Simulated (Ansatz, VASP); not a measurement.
One calculation of BN, two programs

```
B N
1.0
     0.00000    1.80482    1.80482
     1.80482    0.00000    1.80482
     1.80482    1.80482    0.00000
B N
1 1
Direct
  0.00000 0.00000 0.00000
  0.25000 0.25000 0.25000
```

Alike in both runs: task single point; functional LDA; k mesh 8 × 8 × 8; no spin polarisation.

|  | VASP | Ansatz |
| --- | --- | --- |
| version | VASP 6.6.1 | Ansatz 0.2.0 |
| potentials or method | VASP PAW LDA potentials, release 64 (B, N) | plane waves |
| plane-wave cutoff (eV) | 600 | 420 |
| occupations | gaussian, width 0.01 eV | fixed |
| valence electrons in the cell | 8 | 8 |

```csv
,VASP,Ansatz,Ansatz less VASP
gap on the k mesh at the Fermi level (eV),4.35,4.37,+0.017
pressure (GPa),-8.7,-9.4,-0.69
```

LDA's correlation is that of Perdew and Zunger in VASP and of Perdew and Wang (1992) in Ansatz.
